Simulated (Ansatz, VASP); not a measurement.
One calculation of Au, two programs

File INCAR:

```
SYSTEM = Au
PREC = Accurate ; ENCUT = 520
EDIFF = 1E-6 ; ISMEAR = -1
SIGMA = 0.1 ; LREAL = .False.
LASPH = .True. ; NELM = 100
ALGO = Normal ; ISIF = 2
LWAVE = .False. ; LCHARG = .False.
GGA = PE ; NBANDS = 18
```

KPOINTS

```
regular mesh
0
Gamma
  10 10 10
  0 0 0
```

POSCAR

```
Au
1.0
    0.0000000000      3.0383496823      3.0383496823
    3.0383496823      0.0000000000      3.0383496823
    3.0383496823      3.0383496823      0.0000000000
Au
2
Direct
    0.1250000000      0.1250000000      0.1250000000
    0.8750000000      0.8750000000      0.8750000000
```

Input for Ansatz:

```yaml
crystal:
  lattice:
    - [0.0, 3.0383496823, 3.0383496823]
    - [3.0383496823, 0.0, 3.0383496823]
    - [3.0383496823, 3.0383496823, 0.0]
  atoms:
    - { symbol: Au, position: [0.125, 0.125, 0.125] }
    - { symbol: Au, position: [0.875, 0.875, 0.875] }
hamiltonian:
  xc: pbe
  pseudopotentials:
    kind: paw
    azcp:
      Au: "pseudopotentials/Au.paw.azcp"
basis:
  ecutwfc: 420
  fft_grid_basis: typed
kpoints:
  mp_grid: { grid: [10, 10, 10], shift: [0, 0, 0] }
magnetization:
  spin_polarized: false
scf:
  occupations: { method: fermi_dirac, width: 0.1 }
  lower_state_search: "off"
output:
  stress: true
```

Alike in both runs: task single point; functional PBE; k mesh 10 × 10 × 10; occupations fermi-dirac, width 0.1 eV; no spin polarisation.

```csv
,VASP,Ansatz
version,VASP 6.6.1,Ansatz 0.2.0
potentials or method,"VASP PAW PBE potentials, release 64 (Au), cutoff 520 eV","plane waves (420 eV) with PAW, scalar-relativistic"
valence electrons in the cell,22,38
```

Ansatz gave:

| Property | Result |
| --- | --- |
| pressure (GPa) | 2.5 |

Question: What did VASP give for the same quantities?

Answer: Pressure (GPa): 2.4.

VASP's potentials hold 22 valence electrons a cell and Ansatz's 38, so a difference there can come from the potentials and not from the codes.

Neither program's run includes spin-orbit coupling.
